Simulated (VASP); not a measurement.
The system is P.

```xyz
2
Lattice="2.7819 0.0000 0.0000 -1.3909 2.4092 0.0000 0.0000 0.0000 4.5428" Properties=species:S:1:pos:R:3 pbc="T T T"
P     0.0000    1.6061    1.1357
P     1.3909    0.8031    3.4071
```

| Item | Value |
| --- | --- |
| Program | VASP 6.6.1 |
| Task | relaxation of cell and atoms |
| Functional | LDA |
| Potentials or basis | VASP PAW LDA potentials, release 64 (P) |
| Cutoff | 600 eV |
| k mesh | 13 × 13 × 7 |
| Occupations | fermi-dirac, width 0.1 eV |
| Spin | no spin polarisation |

At the start: pressure -8.5 GPa; volume 15.22 Å³/atom.

Task: How do energy, volume and symmetry change on relaxing?

Result: Over 19 steps the energy falls by 439.8 meV/atom and the volume is 14.32 Å³/atom (-6.0 %); space group P6_3/mmc (No. 194, to 0.05 Å).

The path:
```csv
step,energy change (eV),largest force (eV/Å),pressure (GPa),volume (Å³)
1,0.0000,0.0000,-8.55,30.45
2,-0.0803,0.0000,2.56,27.00
3,-0.0843,0.0000,0.29,27.57
4,-0.0890,0.0000,0.27,27.58
5,-0.1088,0.0000,0.44,27.57
6,-0.1711,0.0000,0.17,27.46
7,-0.5190,0.0000,4.68,26.87
8,0.1256,0.0000,33.29,24.02
9,-0.7733,0.0000,11.89,25.96
10,-0.6711,0.0000,17.44,25.38
11,-0.7703,0.0000,13.56,25.78
12,-0.7755,0.0000,12.77,25.86
13,-0.8083,0.0000,10.18,26.31
14,-0.8676,0.0000,3.53,27.69
15,-0.8406,0.0000,-5.94,30.59
16,-0.8782,0.0000,-0.48,28.73
17,-0.8783,0.0000,-0.17,28.64
18,-0.8790,0.0000,-0.12,28.64
19,-0.8795,0.0000,0.00,28.63
```

Final structure:
```yaml
crystal:
  lattice:
    - [3.22202, 0.00000, 0.00000]
    - [-1.61101, 2.79035, 0.00000]
    - [0.00000, 0.00000, 3.18464]
  atoms:
    - { symbol: P, position: [0.33333, 0.66667, 0.25000] }
    - { symbol: P, position: [0.66667, 0.33333, 0.75000] }
```
